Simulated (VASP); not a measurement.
Write the native input for VASP 6.6.1 that does the following.

```yaml
Task: single point
Functional: PBEsol
Potentials_or_basis: VASP PAW PBE potentials, release 64 (Ru_pv)
Cutoff: 520 eV
k_mesh: 22 × 22 × 12
Occupations: fermi-dirac, width 0.1 eV
Spin: no spin polarisation
Dipole_correction: no
Further_INCAR_settings: ALGO = Normal; EDIFF = 1e-07; NBANDS = 21
```

The structure of Ru lies in POSCAR:

```
Ru
1.0
    2.6932743844      0.0000000000      0.0000000000
   -1.3466371922      2.3324440363      0.0000000000
    0.0000000000      0.0000000000      4.2432628382
Ru
2
Direct
    0.3333333333      0.6666666667      0.2500000000
    0.6666666667      0.3333333333      0.7500000000
```

These files were run (other wordings do the same):

INCAR

```
SYSTEM = Ru
PREC = Accurate
ENCUT = 520
EDIFF = 1E-7
ISMEAR = -1
SIGMA = 0.1
LREAL = .False.
LASPH = .True.
NELM = 60
ALGO = Normal
ISIF = 2
LWAVE = .False.
LCHARG = .True.
GGA = PS
LELF = .True.
LVHAR = .True.
NBANDS = 21
```

KPOINTS

```
regular mesh
0
Gamma
  22 22 12
  0 0 0
```

Potentials or basis: VASP PAW PBE potentials, release 64 (Ru_pv).

Command:

```console
$ cat potpaw_PBE.64/Ru_pv/POTCAR > POTCAR
$ mpirun -np 1 vasp_std > vasp.out
```

Results of the run:

```
Pressure               : -0.1 GPa
Band gap on the k mesh : zero (band 14 reaches 14.69 eV, above the bottom of band 15 at 11.38 eV)
```

Caveat: the PAW data sets were made with another functional, which shifts forces and pressure a little.

It took 57 s on 1 thread of Intel(R) Xeon(R) 6975P-C (Granite Rapids) (shared host), peak memory 0.26 GiB.
